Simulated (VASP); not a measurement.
# BiPbCl5 (P1) in VASP: relaxation of cell and atoms with PBE

Aim: the relaxation of cell and atoms of BiPbCl5 with PBE.

Everything below comes from runs of VASP 6.6.1. Logs are shortened: lines on timing, memory, paths and dates and some standing lists are left out, and cuts for length are marked.

### Step 1. The cell of the first run

The typed cell holds 7 atoms: a = 4.466 Å, b = 6.148 Å, c = 9.031 Å, α = 93.19°, β = 91.19°, γ = 90.53°.

### Step 2. Relaxation of cell and atoms, PBE

Input file INCAR:

```
SYSTEM = BiPbCl5
PREC     = Accurate       ! precision mode
ENCUT    = 600            ! plane-wave cutoff, eV
EDIFF    = 1E-7           ! SCF threshold, eV
ISMEAR   = 0              ! smearing method
SIGMA    = 0.1            ! smearing width, eV
LREAL    = .False.        ! projectors in reciprocal space
LASPH    = .True.         ! aspherical terms in the spheres
NELM     = 80             ! most SCF steps
ALGO     = Normal         ! electronic algorithm
ISIF     = 3              ! what is computed and relaxed
LWAVE    = .False.        ! write WAVECAR
LCHARG   = .False.        ! write CHGCAR
GGA      = PE             ! functional
IBRION   = 2              ! ionic algorithm
NSW      = 80             ! ionic steps
EDIFFG   = -0.025         ! ionic threshold
```

Input file KPOINTS:

```
Automatic mesh
0
Gamma
  4 2 2
  0 0 0
```

Input file POSCAR:

```
BiPbCl5
1.0
    4.4662120685     -0.0022467759     -0.0444110914
   -0.0539309015      6.1477667146     -0.0253897396
   -0.0979806408     -0.4662821587      9.0180249942
Bi Pb Cl
1 1 5
Direct
   -0.0366874482      0.8186857142      0.4906068310
    0.5344806056      0.7946725829      0.9575025572
    0.9899092109      0.3941426662      0.3571259416
    0.9861546638      0.5547117571      0.7564229222
    0.5090147283      0.8306028336      0.2923759396
    0.5292045875      0.0130713915      0.6555566450
   -0.0120743479      0.0941130546      0.9904101634
```

Potentials or basis: VASP PAW PBE potentials, release 64 (Bi_d, Pb_d, Cl).

Run with:

```sh
cat potpaw_PBE.64/Bi_d/POTCAR potpaw_PBE.64/Pb_d/POTCAR potpaw_PBE.64/Cl/POTCAR > POTCAR
mpirun -np 1 vasp_std > vasp.out
```

OUTCAR:

```text
SYSTEM = BiPbCl5
   PREC = Accurate
   ENCUT = 600
   EDIFF = 1E-7
   ISMEAR = 0
   LREAL = .False.
   LASPH = .True.
   NELM = 80
   ISIF = 3
   GGA = PE
   IBRION = 2
   NSW = 80
   EDIFFG = -0.025

 ion  position               nearest neighbor table
   1  0.963  0.819  0.491-   5 2.68   6 2.71   3 2.82   4 2.97   5 3.06   6 3.10
   2  0.534  0.795  0.958-   7 2.72   5 3.02   4 3.07   7 3.08   6 3.11   4 3.30
   3  0.990  0.394  0.357-   1 2.82
   4  0.986  0.555  0.756-   1 2.97   2 3.07   2 3.30
   5  0.509  0.831  0.292-   1 2.68   2 3.02   1 3.06
   6  0.529  0.013  0.656-   1 2.71   1 3.10   2 3.11
   7  0.988  0.094  0.990-   2 2.72   2 3.08

  LATTYP: Found a triclinic cell.
 ALAT       =    10.6381310717
 B/A-ratio  =     0.5779262962
 C/A-ratio  =     0.4198513259
 COS(alpha) =     0.0092335399
 COS(beta)  =     0.0229531371
 COS(gamma) =     0.5306771455

  Lattice vectors:

 A1 = (  -0.1519115423,   5.6814845559,   8.9926352546)
 A2 = (  -0.0539309015,   6.1477667146,  -0.0253897396)
 A3 = (  -4.4662120685,   0.0022467759,   0.0444110914)

Analysis of symmetry for initial positions (statically):
=====================================================================
 Subroutine PRICEL returns:
 Original cell was already a primitive cell.

 Routine SETGRP: Setting up the symmetry group for a
 triclinic supercell.

 Subroutine GETGRP returns: Found  1 space group operations
 (whereof  1 operations were pure point group operations)
 out of a pool of  2 trial point group operations.

The static configuration has the point symmetry C_1 .

Analysis of symmetry for dynamics (positions and initial velocities):
=====================================================================
 Subroutine PRICEL returns:
 Original cell was already a primitive cell.

 Routine SETGRP: Setting up the symmetry group for a
 triclinic supercell.

 Subroutine GETGRP returns: Found  1 space group operations
 (whereof  1 operations were pure point group operations)
 out of a pool of  2 trial point group operations.

The dynamic configuration has the point symmetry C_1 .

 Subroutine INISYM returns: Found  1 space group operations
 (whereof  1 operations are pure point group operations),
 and found     1 'primitive' translations

----------------------------------------------------------------------------------------

                                     Primitive cell

  volume of cell :     247.5281

  direct lattice vectors                    reciprocal lattice vectors
     4.466212068 -0.002246776 -0.044411091     0.223929587  0.001974878  0.002535102
    -0.053930902  6.147766715 -0.025389740     0.000165515  0.162696896  0.008414135
    -0.097980641 -0.466282159  9.018024994     0.001103253  0.000467790  0.110925199

  length of vectors
     4.466433436  6.148055689  9.030603194     0.223952644  0.162914410  0.110931672

  position of ions in fractional coordinates (direct lattice)
     0.963312552  0.818685714  0.490606831
     0.534480606  0.794672583  0.957502557
     0.989909211  0.394142666  0.357125942
     0.986154664  0.554711757  0.756422922
     0.509014728  0.830602834  0.292375940
     0.529204587  0.013071391  0.655556645
     0.987925652  0.094113055  0.990410163

  ion indices of the primitive-cell ions
   primitive index   ion index
                 1           1
                 2           2
                 3           3
                 4           4
                 5           5
                 6           6
                 7           7

----------------------------------------------------------------------------------------

 KPOINTS: Automatic mesh

Automatic generation of k-mesh.
 Grid dimensions read from file:
 generate k-points for:    4    2    2

 Generating k-lattice:

  Cartesian coordinates                     Fractional coordinates (reciprocal lattice)
     0.055982397  0.000493720  0.000633776     0.250000000  0.000000000 -0.000000000
     0.000082757  0.081348448  0.004207067    -0.000000000  0.500000000  0.000000000
     0.000551626  0.000233895  0.055462600     0.000000000 -0.000000000  0.500000000

  Length of vectors
     0.055988161  0.081457205  0.055465836

  Shift w.r.t. Gamma in fractional coordinates (k-lattice)
     0.000000000  0.000000000  0.000000000

 Subroutine IBZKPT returns following result:
 ===========================================

 Found     12 irreducible k-points:

 Following reciprocal coordinates:
            Coordinates               Weight
  0.000000  0.000000  0.000000      1.000000
  0.250000 -0.000000  0.000000      2.000000
  0.500000 -0.000000  0.000000      1.000000
  0.000000  0.500000 -0.000000      1.000000
  0.250000  0.500000 -0.000000      2.000000
  0.500000  0.500000 -0.000000      1.000000
 -0.000000 -0.000000  0.500000      1.000000
  0.250000 -0.000000  0.500000      2.000000
  0.500000 -0.000000  0.500000      1.000000
 -0.000000  0.500000  0.500000      1.000000
  0.250000  0.500000  0.500000      2.000000
  0.500000  0.500000  0.500000      1.000000
   k-points           NKPTS =     12   k-points in BZ     NKDIM =     12   number of bands    NBANDS=     38
   number of dos      NEDOS =    301   number of ions     NIONS =      7
   total plane-waves  NPLWV = 129600
   dimension x,y,z NGX =    36 NGY =   50 NGZ =   72
   dimension x,y,z NGXF=    72 NGYF=  100 NGZF=  144
   ions per type =               1   1   5
   NGX,Y,Z   is equivalent  to a cutoff of  13.40, 13.52, 13.25 a.u.
   NGXF,Y,Z  is equivalent  to a cutoff of  26.80, 27.04, 26.51 a.u.
 SYSTEM =  BiPbCl5
   PREC   = accura    normal or accurate (medium, high low for compatibility)
   ISTART =      0    job   : 0-new  1-cont  2-samecut
   ICHARG =      2    charge: 1-file 2-atom 10-const
   ISPIN  =      1    spin polarized calculation?
   LNONCOLLINEAR =      F non collinear calculations
   LSORBIT =      F    spin-orbit coupling
   LASPH  =      T    aspherical Exc in radial PAW
   ENCUT  =  600.0 eV  44.10 Ry    6.64 a.u.   8.92 12.28 18.04*2*pi/ulx,y,z
   NELM   =     80;   NELMIN=  2; NELMDL= -5     # of ELM steps
   EDIFF  = 0.1E-06   stopping-criterion for ELM
   LREAL  =      F    real-space projection
   EDIFFG = -.3E-01   stopping-criterion for IOM
   NSW    =     80    number of steps for IOM
   IBRION =      2    ionic relax: 0-MD 1-quasi-New 2-CG
   NFREE  =      1    steps in history (QN), initial steepest desc. (CG)
   ISIF   =      3    stress and relaxation
   ISYM   =      2    0-nonsym 1-usesym 2-fastsym
   POTIM  = 0.5000    time-step for ionic-motion
   TEBEG  =    0.0;   TEEND  =   0.0 temperature during run
   PSTRESS=    0.0 pullay stress
   NELECT =      64.0000    total number of electrons
   NUPDOWN=      -1.0000    fix difference up-down
   EMIN   =  10.00;   EMAX   =-10.00  energy-range for DOS
   EFERMI =   0.00;   METHOD = LEGACY
   ISMEAR =     0;   SIGMA  =   0.10  broadening in eV -4-tet -1-fermi 0-gaus
   EFERMI_NEDOS =   21; number of points for ismear=-14 and -15
   IALGO  =     38    algorithm
   IMIX   =      4    mixing-type and parameters
     AMIX     =   0.40;   BMIX     =  1.00
     AMIX_MAG =   1.60;   BMIX_MAG =  1.00
  volume/ion in A,a.u.               =      35.36       238.63
  Fermi-wavevector in a.u.,A,eV,Ry     =   1.042942  1.970874 14.799425  1.087727
  Thomas-Fermi vector in A             =   2.177629
   LORBIT       =      0    0 simple, 1 ext, 2 COOP (PROOUT), +10 PAW based schemes
   GGA     = PE    functional components
   LHFCALC =     F    Hartree Fock is set to
   AEXX    =    0.0000 exact exchange contribution
   IVDW    =     0    specifies the selected vdW correction
   LEPSILON=     F    determine dielectric tensor
   LRPA    =     F    only Hartree local field effects (RPA)
 conjugate gradient relaxation of ions
 non-spin polarized calculation
 Gauss-broadening in eV      SIGMA  =   0.10
  energy-cutoff  :      600.00
  volume of cell :      247.53
 maximum number of plane-waves:      8288
 NGX is ok and might be reduce to    36
   NGX = 17   NGY = 25   NGZ = 37

--------------------------------------- Ionic step        1  -------------------------------------------

 number of electron      64.0000001 magnetization

 Free energy of the ion-electron system (eV)
  ---------------------------------------------------
  ext. energy  EPLUGINS =         0.00000000
  ---------------------------------------------------
  free energy    TOTEN  =       -22.96336817 eV

  energy without entropy =      -22.96336817  energy(sigma->0) =      -22.96336817

------------------------ aborting loop because EDIFF is reached ----------------------------------------

  FORCE on cell =-STRESS in cart. coord.  units (eV):
  Direction    XX          YY          ZZ          XY          YZ          ZX
  --------------------------------------------------------------------------------------
  -------------------------------------------------------------------------------------
  Total       -2.4402847     -5.9447686     -2.8415777      0.3957406     -0.4513610      0.4339122
  in kB      -15.7952496    -38.4787495    -18.3927021      2.5615133     -2.9215281      2.8085867
  external PRESSURE =     -24.2222337 kB  Pullay stress =       0.0000000 kB
[... 104 lines left out ...]
  FREE ENERGIE OF THE ION-ELECTRON SYSTEM (eV)
  ---------------------------------------------------
  free  energy   TOTEN  =       -23.3316302056 eV

  energy  without entropy=      -23.3316302056  energy(sigma->0) =      -23.33163021

[... ionic steps 4 to 25 ...]

--------------------------------------- Ionic step       26  -------------------------------------------

 number of electron      64.0000001 magnetization

------------------------ aborting loop because EDIFF is reached ----------------------------------------

  FORCE on cell =-STRESS in cart. coord.  units (eV):
  Direction    XX          YY          ZZ          XY          YZ          ZX
  --------------------------------------------------------------------------------------
  -------------------------------------------------------------------------------------
  Total        0.0665838      0.1492291      0.0223656     -0.0008276      0.0433230      0.0164816
  in kB        0.4445078      0.9962413      0.1493109     -0.0055251      0.2892207      0.1100301
  external PRESSURE =       0.5300200 kB  Pullay stress =       0.0000000 kB
[... 67 lines left out ...]
  energy  without entropy=      -23.5650115015  energy(sigma->0) =      -23.56501150

--------------------------------------- Ionic step       28  -------------------------------------------

 number of electron      64.0000000 magnetization

 Free energy of the ion-electron system (eV)
  ---------------------------------------------------
  ext. energy  EPLUGINS =         0.00000000
  ---------------------------------------------------
  free energy    TOTEN  =       -23.56525434 eV

  energy without entropy =      -23.56525434  energy(sigma->0) =      -23.56525434

 E-fermi :   0.3955     XC(G=0):  -7.5849

 val. band max:       -0.1209500919   @ k =   0.5000   0.5000   0.5000
 cond. band min:       3.1210734125   @ k =  -0.0000  -0.0000   0.5000
 fundamental gap:      3.2420235044
 Fermi energy:         0.3955399725

 k-point     1 :       0.0000    0.0000    0.0000
  band No.  band energies     occupation
      1     -22.3062      2.00000
      2     -22.2826      2.00000
      3     -22.2284      2.00000
      4     -22.2162      2.00000
      5     -22.1867      2.00000
      6     -15.4828      2.00000
[... 515 lines left out ...]
  FREE ENERGIE OF THE ION-ELECTRON SYSTEM (eV)
  ---------------------------------------------------
  free  energy   TOTEN  =       -23.5652543402 eV

  energy  without entropy=      -23.5652543402  energy(sigma->0) =      -23.56525434

 reached required accuracy - stopping structural energy minimisation
```

Run time: 50 min. Hardware: 1 thread of Oxide Virtual Turin-like, shared host; peak memory 0.42 GiB.

Results:

| Item | Value |
| --- | --- |
| Free energy | -23.5653 eV |
| Relaxed volume | 34.35 Å³/atom |
| Relaxed cell | a = 4.352 Å, b = 6.064 Å, c = 9.117 Å, α = 92.24°, β = 90.27°, γ = 90.41° |
| Space group after relaxing (to 0.1 Å) | Pm (No. 6) |
| Energy gained by relaxing | 86.0 meV/atom |
| Ionic steps | 28 |
| Pressure after relaxing | 0.0 GPa |
| Largest force after relaxing | 0.020 eV/Å |
| Band gap on the k mesh | 3.24 eV (least direct gap 3.33 eV) |

Forces in eV/Å, atoms in the order of the input:
```
Bi   0.007  0.019  0.003
Pb  -0.004 -0.005 -0.007
Cl   0.000 -0.007 -0.008
Cl   0.001  0.003  0.013
Cl   0.007 -0.011 -0.006
Cl  -0.011 -0.010  0.004
Cl   0.000  0.011  0.002
```

The path:
```
step  energy change (eV)  largest force (eV/Å)  pressure (GPa)  volume (Å³)
   1              0.0000                1.4439           -2.42       247.53
   2             -0.3613                0.9376            0.33       228.82
   3             -0.3683                0.8233            0.89       226.06
   4             -0.4657                0.3807            0.59       227.65
   5             -0.4812                0.6383            0.53       228.59
   6             -0.5201                0.3024           -0.52       233.33
   7             -0.5202                0.3009           -0.47       233.10
   8             -0.5469                0.2782           -0.14       231.34
   9             -0.5604                0.3009            0.37       228.97
  10             -0.5789                0.1722            0.21       231.07
  11             -0.5813                0.2124            0.15       232.15
  12             -0.5882                0.1255           -0.16       234.55
  13             -0.5886                0.1137           -0.26       235.31
  14             -0.5932                0.0790           -0.01       234.70
  15             -0.5935                0.1185            0.07       234.52
  16             -0.5963                0.0747            0.08       234.84
  17             -0.5983                0.0526            0.12       235.39
  18             -0.5994                0.0501           -0.06       237.12
  19             -0.5994                0.0510           -0.06       237.16
  20             -0.6002                0.0571            0.02       237.55
  21             -0.6002                0.0637            0.03       237.58
  22             -0.6009                0.0342            0.03       238.30
  23             -0.6009                0.0364            0.03       238.40
  24             -0.6013                0.0306            0.00       239.17
  25             -0.6014                0.0385           -0.02       239.75
  26             -0.6016                0.0403            0.05       239.99
  27             -0.6016                0.0306            0.04       239.94
  28             -0.6019                0.0205            0.02       240.43
```

Final structure:
```
Bi Pb Cl
1.0
     4.35209    0.00227   -0.00762
    -0.04607    6.06400    0.02039
    -0.02680   -0.38660    9.10898
Bi Pb Cl
1 1 5
Direct
  0.99745 0.78157 0.48864
  0.50370 0.81057 0.92998
  0.99201 0.39912 0.37736
  0.99934 0.56676 0.74424
  0.49729 0.85448 0.30004
  0.50354 0.00756 0.66090
  0.00667 0.07994 0.99884
```

Caveat: the k points lie up to 0.52 Å⁻¹ apart in the final cell; spin-orbit coupling is left out, which moves the levels of the heavy elements. A k mesh can miss the band edges.
